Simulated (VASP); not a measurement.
# BeS (I4/mmm) in VASP: single point with r2SCAN

Aim: the single point of BeS with r2SCAN.

All numbers are computed with VASP 6.6.1; they aren't measurements. Logs are shortened: lines on timing, memory, paths and dates and some standing lists are left out, and cuts for length are marked.

## Step 1: The cell of the first run

The structure is tetragonal, space group I4/mmm (No. 139). Conventional cell: a = 3.277 Å, b = 3.277 Å, c = 4.582 Å, α = 90.00°, β = 90.00°, γ = 90.00°. Within 3.0 Å of Be (site symmetry 4/mmm) lie 6 S at 2.29 to 2.32 Å. Within 3.0 Å of S (site symmetry 4/mmm) lie 6 Be at 2.29 to 2.32 Å.

## Step 2: Single point, r2SCAN (uniaxial x strain -1.1%)

File POSCAR:

```
BeS
1.0
    0.0000000000      2.3172971969      2.3172971969
    2.2911117386      0.0000000000      2.3172971969
    2.2911117386      2.3172971969      0.0000000000
Be S
1 1
Direct
    0.0000000000      0.0000000000      0.0000000000
    0.5000000000      0.5000000000      0.5000000000
```

File INCAR.step1:

```
SYSTEM = BeS
PREC     = Accurate       ! precision mode
ENCUT    = 520            ! plane-wave cutoff, eV
ISMEAR   = 0              ! smearing method
SIGMA    = 0.01           ! smearing width, eV
LREAL    = .FALSE.        ! projectors in reciprocal space
LASPH    = .TRUE.         ! aspherical terms in the spheres
NELM     = 60             ! most SCF steps
NBANDS   = 11             ! bands
GGA      = PE             ! functional
ALGO     = Normal         ! electronic algorithm
EDIFF    = 1E-4           ! SCF threshold, eV
LWAVE    = .TRUE.         ! write WAVECAR
LCHARG   = .FALSE.        ! write CHGCAR
```

File INCAR.step2:

```
SYSTEM = BeS
PREC     = Accurate       ! precision mode
ENCUT    = 520            ! plane-wave cutoff, eV
EDIFF    = 1E-7           ! SCF threshold, eV
ISMEAR   = 0              ! smearing method
SIGMA    = 0.01           ! smearing width, eV
LREAL    = .FALSE.        ! projectors in reciprocal space
LASPH    = .TRUE.         ! aspherical terms in the spheres
NELM     = 60             ! most SCF steps
ALGO     = Normal         ! electronic algorithm
ISIF     = 2              ! what is computed and relaxed
LWAVE    = .FALSE.        ! write WAVECAR
LCHARG   = .FALSE.        ! write CHGCAR
METAGGA  = R2SCAN         ! meta-GGA
LMIXTAU  = .TRUE.       
NBANDS   = 11             ! bands
ISTART   = 1
```

File KPOINTS:

```
Automatic mesh
0
G
  10 10 10
  0 0 0
```

Potentials or basis: VASP PAW PBE potentials, release 64 (Be, S).

On the command line:

```sh
$ cat potpaw_PBE.64/Be/POTCAR potpaw_PBE.64/S/POTCAR > POTCAR
$ cp INCAR.step1 INCAR
$ mpirun -np 1 vasp_std > vasp.out
$ cp INCAR.step2 INCAR
$ mpirun -np 1 vasp_std > vasp.out
```

OUTCAR:

```text
SYSTEM = BeS
   PREC = Accurate
   ENCUT = 520
   EDIFF = 1E-7
   ISMEAR = 0
   LREAL = .FALSE.
   LASPH = .TRUE.
   NELM = 60
   ISIF = 2
   METAGGA = R2SCAN
   ISTART = 1

 ion  position               nearest neighbor table
   1  0.000  0.000  0.000-   2 2.29   2 2.29   2 2.32   2 2.32   2 2.32   2 2.32
   2  0.500  0.500  0.500-   1 2.29   1 2.29   1 2.32   1 2.32   1 2.32   1 2.32

  LATTYP: Found a body centered tetragonal cell.
 ALAT       =     3.2771531239
 C/A-ratio  =     1.3982329491

  Lattice vectors:

 A1 = (  -2.2911117386,   0.0000000000,  -2.3172971969)
 A2 = (  -2.2911117386,   0.0000000000,   2.3172971969)
 A3 = (   2.2911117386,   2.3172971969,   0.0000000000)

Analysis of symmetry for initial positions (statically):
=====================================================================
 Subroutine PRICEL returns:
 Original cell was already a primitive cell.

 Routine SETGRP: Setting up the symmetry group for a
 body centered tetragonal supercell.

 Subroutine GETGRP returns: Found 16 space group operations
 (whereof 16 operations were pure point group operations)
 out of a pool of 16 trial point group operations.

The static configuration has the point symmetry D_4h.

Analysis of symmetry for dynamics (positions and initial velocities):
=====================================================================
 Subroutine PRICEL returns:
 Original cell was already a primitive cell.

 Routine SETGRP: Setting up the symmetry group for a
 body centered tetragonal supercell.

 Subroutine GETGRP returns: Found 16 space group operations
 (whereof 16 operations were pure point group operations)
 out of a pool of 16 trial point group operations.

The dynamic configuration has the point symmetry D_4h.

 Subroutine INISYM returns: Found 16 space group operations
 (whereof 16 operations are pure point group operations),
 and found     1 'primitive' translations

----------------------------------------------------------------------------------------

                                     Primitive cell

  volume of cell :      24.6059

  direct lattice vectors                    reciprocal lattice vectors
     0.000000000  2.317297197  2.317297197    -0.218234664  0.215768612  0.215768612
     2.291111739  0.000000000  2.317297197     0.218234664 -0.215768612  0.215768612
     2.291111739  2.317297197  0.000000000     0.218234664  0.215768612 -0.215768612

  length of vectors
     3.277153124  3.258689813  3.258689813     0.375151378  0.375151378  0.375151378

  position of ions in fractional coordinates (direct lattice)
     0.000000000  0.000000000  0.000000000
     0.500000000  0.500000000  0.500000000

  ion indices of the primitive-cell ions
   primitive index   ion index
                 1           1
                 2           2

----------------------------------------------------------------------------------------

 KPOINTS: Automatic mesh

Automatic generation of k-mesh.
 Grid dimensions read from file:
 generate k-points for:   10   10   10

 Generating k-lattice:

  Cartesian coordinates                     Fractional coordinates (reciprocal lattice)
    -0.021823466  0.021576861  0.021576861     0.100000000  0.000000000  0.000000000
     0.021823466 -0.021576861  0.021576861     0.000000000  0.100000000  0.000000000
     0.021823466  0.021576861 -0.021576861     0.000000000  0.000000000  0.100000000

  Length of vectors
     0.037515138  0.037515138  0.037515138

  Shift w.r.t. Gamma in fractional coordinates (k-lattice)
     0.000000000  0.000000000  0.000000000

 Subroutine IBZKPT returns following result:
 ===========================================

 Found    102 irreducible k-points:

 Following reciprocal coordinates:
            Coordinates               Weight
  0.000000  0.000000  0.000000      1.000000
  0.100000 -0.000000 -0.000000      8.000000
  0.200000 -0.000000 -0.000000      8.000000
  0.300000 -0.000000 -0.000000      8.000000
  0.400000  0.000000  0.000000      8.000000
  0.500000 -0.000000 -0.000000      4.000000
[... 16 lines left out ...]
  0.300000  0.300000  0.000000      4.000000
  0.400000  0.300000  0.000000     16.000000
 [... further k-points ...]
   k-points           NKPTS =    102   k-points in BZ     NKDIM =    102   number of bands    NBANDS=     11
   number of dos      NEDOS =    301   number of ions     NIONS =      2
   total plane-waves  NPLWV =  13824
   dimension x,y,z NGX =    24 NGY =   24 NGZ =   24
   dimension x,y,z NGXF=    48 NGYF=   48 NGZF=   48
   ions per type =               1   1
   NGX,Y,Z   is equivalent  to a cutoff of  12.17, 12.24, 12.24 a.u.
   NGXF,Y,Z  is equivalent  to a cutoff of  24.35, 24.49, 24.49 a.u.
 SYSTEM =  BeS
   PREC   = accura    normal or accurate (medium, high low for compatibility)
   ISTART =      1    job   : 0-new  1-cont  2-samecut
   ICHARG =      0    charge: 1-file 2-atom 10-const
   ISPIN  =      1    spin polarized calculation?
   LNONCOLLINEAR =      F non collinear calculations
   LSORBIT =      F    spin-orbit coupling
   LASPH  =      T    aspherical Exc in radial PAW
   ENCUT  =  520.0 eV  38.22 Ry    6.18 a.u.   6.09  6.06  6.06*2*pi/ulx,y,z
   NELM   =     60;   NELMIN=  2; NELMDL=  0     # of ELM steps
   EDIFF  = 0.1E-06   stopping-criterion for ELM
   LREAL  =      F    real-space projection
   EDIFFG = 0.1E-05   stopping-criterion for IOM
   NSW    =      0    number of steps for IOM
   IBRION =     -1    ionic relax: 0-MD 1-quasi-New 2-CG
   NFREE  =      0    steps in history (QN), initial steepest desc. (CG)
   ISIF   =      2    stress and relaxation
   ISYM   =      2    0-nonsym 1-usesym 2-fastsym
   POTIM  = 0.5000    time-step for ionic-motion
   TEBEG  =    0.0;   TEEND  =   0.0 temperature during run
   PSTRESS=    0.0 pullay stress
   NELECT =       8.0000    total number of electrons
   NUPDOWN=      -1.0000    fix difference up-down
   EMIN   =  10.00;   EMAX   =-10.00  energy-range for DOS
   EFERMI =   0.00;   METHOD = LEGACY
   ISMEAR =     0;   SIGMA  =   0.01  broadening in eV -4-tet -1-fermi 0-gaus
   EFERMI_NEDOS =   21; number of points for ismear=-14 and -15
   IALGO  =     38    algorithm
   IMIX   =      4    mixing-type and parameters
     AMIX     =   0.40;   BMIX     =  1.00
     AMIX_MAG =   1.60;   BMIX_MAG =  1.00
  volume/ion in A,a.u.               =      12.30        83.02
  Fermi-wavevector in a.u.,A,eV,Ry     =   1.125706  2.127276 17.241488  1.267214
  Thomas-Fermi vector in A             =   2.262384
   LORBIT       =      0    0 simple, 1 ext, 2 COOP (PROOUT), +10 PAW based schemes
   METAGGA = R2SCAN    functional components
   LHFCALC =     F    Hartree Fock is set to
   AEXX    =    0.0000 exact exchange contribution
   IVDW    =     0    specifies the selected vdW correction
   LEPSILON=     F    determine dielectric tensor
   LRPA    =     F    only Hartree local field effects (RPA)
 non-spin polarized calculation
 Gauss-broadening in eV      SIGMA  =   0.01
  energy-cutoff  :      520.00
  volume of cell :       24.61
 maximum number of plane-waves:       674
   NGX = 13   NGY = 13   NGZ = 13

 number of electron       7.9999999 magnetization

 Free energy of the ion-electron system (eV)
  ---------------------------------------------------
  ext. energy  EPLUGINS =         0.00000000
  ---------------------------------------------------
  free energy    TOTEN  =       -13.55064642 eV

  energy without entropy =      -13.55064642  energy(sigma->0) =      -13.55064642

 E-fermi :   6.6038     XC(G=0): -11.1434

 val. band max:        6.5396587825   @ k =   0.2000   0.1000   0.1000
 cond. band min:       7.8434427812   @ k =   0.0000   0.5000   0.5000
 fundamental gap:      1.3037839987
 Fermi energy:         6.6037935480

 k-point     1 :       0.0000    0.0000    0.0000
  band No.  band energies     occupation
      1      -9.2704      2.00000
      2       6.2107      2.00000
      3       6.3542      2.00000
      4       6.3542      2.00000
      5      12.9215      0.00000
      6      15.9001      0.00000
      7      15.9001      0.00000
      8      16.0464      0.00000
      9      17.1631      0.00000
     10      17.1631      0.00000
     11      17.5772      0.00000

 k-point     2 :       0.1000   -0.0000   -0.0000
  band No.  band energies     occupation
      1      -9.1136      2.00000
      2       5.3587      2.00000
      3       6.2237      2.00000
      4       6.2972      2.00000
      5      13.2865      0.00000
      6      15.4187      0.00000
      7      15.5856      0.00000
      8      15.7042      0.00000
      9      16.5467      0.00000
     10      16.6347      0.00000
     11      17.6894      0.00000

 k-point     3 :       0.2000   -0.0000   -0.0000
  band No.  band energies     occupation
      1      -8.6594      2.00000
      2       3.4025      2.00000
      3       6.1373      2.00000
      4       6.1726      2.00000
      5      12.9133      0.00000
      6      13.6607      0.00000
      7      13.8407      0.00000
      8      16.6314      0.00000
      9      17.6633      0.00000
     10      17.6861      0.00000
     11      18.1513      0.00000

 k-point     4 :       0.3000   -0.0000   -0.0000
  band No.  band energies     occupation
      1      -7.9722      2.00000
      2       1.3550      2.00000
      3       6.0636      2.00000
      4       6.0775      2.00000
      5      12.1243      0.00000
      6      12.2360      0.00000
      7      12.3995      0.00000
      8      17.6215      0.00000
      9      19.3900      0.00000
     10      19.4488      0.00000
     11      19.4683      0.00000
[... 239 lines left out ...]
 k-point    22 :      -0.2000    0.2000    0.0000
  band No.  band energies     occupation
      1      -7.7237      2.00000
      2       1.9146      2.00000
      3       3.4192      2.00000
      4       6.3992      2.00000
      5      11.8546      0.00000
      6      12.0333      0.00000
      7      15.6226      0.00000
      8      15.8137      0.00000
      9      18.1276      0.00000
     10      19.6910      0.00000
     11      23.2155      0.00000

 k-point    23 :       0.3000    0.3000    0.0000
  band No.  band energies     occupation
      1      -7.4983      2.00000
      2       2.3269      2.00000
      3       4.0144      2.00000
      4       4.1918      2.00000
      5       9.3005      0.00000
      6      12.4320      0.00000
      7      17.7965      0.00000
      8      18.0134      0.00000
      9      18.2107      0.00000
     10      21.1462      0.00000
     11      23.3827      0.00000

 k-point    24 :       0.4000    0.3000    0.0000
  band No.  band energies     occupation
      1      -6.8850      2.00000
      2       1.1980      2.00000
      3       3.4300      2.00000
      4       3.8893      2.00000
      5       9.0164      0.00000
      6      12.5542      0.00000
      7      17.2579      0.00000
      8      17.8505      0.00000
      9      19.6382      0.00000
     10      23.0122      0.00000
     11      24.7413      0.00000

 [... further k-points ...]
[... 5 lines left out ...]
  --------------------------------------------------------------------------------------
  -------------------------------------------------------------------------------------
  Total        0.2992519      0.1219762      0.1219762      0.0000000      0.0000000     -0.0000000
  in kB       19.4853288      7.9422931      7.9422931      0.0000000      0.0000000     -0.0000000
  external PRESSURE =      11.7899717 kB  Pullay stress =       0.0000000 kB

 VOLUME and BASIS-vectors are now :
 -----------------------------------------------------------------------------
  energy-cutoff  :      520.00
  volume of cell :       24.61
      direct lattice vectors                 reciprocal lattice vectors
     0.000000000  2.317297197  2.317297197    -0.218234664  0.215768612  0.215768612
     2.291111739  0.000000000  2.317297197     0.218234664 -0.215768612  0.215768612
     2.291111739  2.317297197  0.000000000     0.218234664  0.215768612 -0.215768612

 POSITION                                       TOTAL-FORCE (eV/Angst)
 -----------------------------------------------------------------------------------
      0.00000      0.00000      0.00000         0.000000     -0.000000      0.000000
      2.29111      2.31730      2.31730         0.000000      0.000000     -0.000000
 -----------------------------------------------------------------------------------
    total drift:                               -0.000000     -0.000000      0.000000

  FREE ENERGIE OF THE ION-ELECTRON SYSTEM (eV)
  ---------------------------------------------------
  free  energy   TOTEN  =       -13.5506464175 eV

  energy  without entropy=      -13.5506464175  energy(sigma->0) =      -13.55064642
```

It took 53 s on 1 thread of AMD EPYC 9R45 (Zen 5), shared host; peak memory 0.12 GiB.

Results:

- Free energy: -13.5506 eV
- Pressure: 1.2 GPa
- Band gap on the k mesh: 1.30 eV, indirect (least direct gap 4.58 eV)

Stress tensor (GPa, compression positive):
```
1.95 0.00 0.00
0.00 0.79 0.00
0.00 0.00 0.79
```

Caveat: the cell differs from its parent crystal (uniaxial x strain -1.1%); the PAW data sets were made with another functional, which shifts forces and pressure a little.
